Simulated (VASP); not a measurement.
## Sb: relaxation of cell and atoms with PBE

The system is Sb.

```xyz
4
Lattice="4.1644 0.0000 0.0000 -2.0822 3.6065 0.0000 0.0000 0.0000 6.9389" Properties=species:S:1:pos:R:3 pbc="T T T"
Sb    0.0000    0.0000    5.5688
Sb    0.0000    0.0000    1.3700
Sb    0.0000    2.4043    4.2647
Sb    2.0822    1.2022    2.6742
```

The cell was generated, and may not be a known phase.

* Program: VASP 6.6.1
* Task: relaxation of cell and atoms
* Functional: PBE
* Potentials or basis: VASP PAW PBE potentials, release 64 (Sb_d_GW)
* Cutoff: 500 eV
* k mesh: 6 × 6 × 4
* Occupations: gaussian, width 0.1 eV
* Spin: no spin polarisation
* Dipole correction: no
* Further INCAR settings: ALGO = Normal; EDIFF = 1e-07; IBRION = 2; EDIFFG = -0.04; NSW = 90; ISIF = 3

```json
{
  "Relaxed volume": "36.77 Å³/atom",
  "Relaxed cell": "a = 4.295 Å, b = 4.295 Å, c = 9.206 Å, α = 90.00°, β = 90.00°, γ = 120.00°",
  "Space group after relaxing (to 0.1 Å)": "P-3m1 (No. 164)",
  "Energy gained by relaxing": "653.2 meV/atom",
  "Ionic steps": "24",
  "Pressure after relaxing": "0.0 GPa",
  "Largest force after relaxing": "0.040 eV/Å"
}
```

Forces in eV/Å, atoms in the order of the input:
```
Sb   0.000  0.000 -0.020
Sb   0.000  0.000  0.020
Sb   0.000  0.000 -0.040
Sb   0.000  0.000  0.040
```

Stress tensor (GPa, compression positive):
```
-0.07  0.00  0.00
 0.00 -0.07  0.00
 0.00  0.00  0.02
```

The path:
```tsv
step	energy change (eV)	largest force (eV/Å)	pressure (GPa)	volume (Å³)
1	0.0000	1.2873	25.46	104.22
2	-1.1790	0.7767	-6.82	179.95
3	-2.2680	0.4919	-0.19	140.84
4	-2.2687	0.4855	0.08	140.03
5	-2.3145	0.3998	-0.02	140.68
6	-2.4483	0.1041	0.21	142.46
7	-2.4035	1.1487	2.06	145.16
8	-2.4934	0.4102	0.73	143.71
9	-2.5304	0.3915	0.20	145.99
10	-2.5709	0.2938	-0.72	151.02
11	-2.5741	0.2429	-0.94	152.59
12	-2.5977	0.2218	-0.28	150.21
13	-2.5999	0.2136	-0.02	149.34
14	-2.5999	0.2116	-0.01	149.26
15	-2.6033	0.1297	-0.17	149.22
16	-2.6049	0.1251	-0.45	149.13
17	-2.6065	0.1208	-0.35	148.55
18	-2.6093	0.1098	-0.07	146.81
19	-2.6095	0.1043	0.02	146.25
20	-2.6105	0.0837	0.06	146.24
21	-2.6120	0.0442	0.16	146.22
22	-2.6121	0.0704	0.20	146.21
23	-2.6128	0.0518	0.03	146.82
24	-2.6129	0.0395	-0.04	147.07
```

Final structure:
```xyz
4
Lattice="4.2950 0.0000 0.0000 -2.1475 3.7195 0.0000 0.0000 0.0000 9.2060" Properties=species:S:1:pos:R:3 pbc="T T T"
Sb    0.0000    0.0000    7.3371
Sb    0.0000    0.0000    1.8689
Sb    0.0000    2.4797    5.7925
Sb    2.1475    1.2398    3.4135
```

Levels at points of the mesh, in eV from the Fermi level:
```tsv
k point	band 26	band 27	band 28	band 29	band 30	band 31	band 32	band 33	band 34	band 35
(0.00, 0.00, 0.00)	-1.26	-1.26	-1.09	-1.09	-0.08	0.77	1.28	1.28	1.97	2.14
(0.50, 0.00, 0.00)	-3.23	-2.90	-2.06	-1.96	-1.65	0.73	1.34	1.62	1.85	3.41
(0.00, 0.00, 0.50)	-1.33	-1.00	-1.00	-0.88	-0.87	0.76	1.09	1.09	1.84	2.34
(0.50, 0.00, 0.50)	-3.05	-2.97	-2.84	-2.18	-1.03	0.32	1.33	2.00	2.03	3.39
```

It took 20 min on 1 thread of Intel(R) Xeon(R) 6975P-C (Granite Rapids), with other jobs on the host, peak memory 0.25 GiB.

Caveat: the volume moved by over 15 % at a fixed basis, so the end points are rough; spin-orbit coupling is left out, which moves the levels of the heavy elements.
